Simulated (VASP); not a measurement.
**MgO: single point with PBE**

The system is MgO.

```
CELL_PARAMETERS angstrom
-2.12684 0.00004 -2.12678
-2.12689 -2.12704 0.00008
-4.25374 2.12691 2.12681
ATOMIC_POSITIONS crystal
Mg 0.24999 0.25001 0.25000
Mg 0.74999 0.75000 0.75000
O 0.00000 0.00000 0.00000
O 0.50001 0.49999 0.50000
```

```yaml
Program: VASP 6.6.1
Task: single point
Functional: PBE
Potentials_or_basis: VASP PAW PBE potentials, release 64 (Mg, O)
Cutoff: 520 eV
k_mesh: 6 × 6 × 6
Occupations: gaussian, width 0.1 eV
Spin: no spin polarisation
```

- Pressure: -0.7 GPa
- Band gap on the k mesh: 4.44 eV

Levels at points of the mesh, in eV from the valence-band top:
| k point | band 6 | band 7 | band 8 | band 9 | band 10 | band 11 |
| --- | --- | --- | --- | --- | --- | --- |
| (0.00, 0.00, 0.00) | 0.00 | 0.00 | 0.00 | 4.44 | 7.71 | 12.27 |
| (0.50, 0.00, 0.00) | -1.85 | -0.98 | -0.98 | 9.49 | 9.49 | 11.32 |
| (0.50, 0.50, 0.50) | -1.85 | -0.98 | -0.98 | 9.49 | 9.49 | 11.32 |
| (0.00, 0.50, 0.00) | -1.85 | -0.98 | -0.98 | 9.49 | 9.49 | 11.32 |
| (0.50, 0.50, 0.00) | -1.31 | -0.62 | -0.62 | 7.71 | 9.08 | 9.65 |
| (0.50, 0.00, 0.50) | -1.31 | -0.62 | -0.62 | 7.71 | 9.08 | 9.65 |
| (0.00, 0.00, 0.50) | -0.32 | -0.32 | -0.32 | 6.82 | 6.82 | 12.39 |
| (0.00, 0.50, 0.50) | -1.31 | -0.62 | -0.62 | 7.71 | 9.08 | 9.65 |

Run time: 87 s on 1 thread of Intel(R) Xeon(R) Platinum 8259CL CPU @ 2.50GHz (Skylake/Cascade Lake), with other jobs on the host, peak memory 0.2 GiB.

A k mesh can miss the band edges.
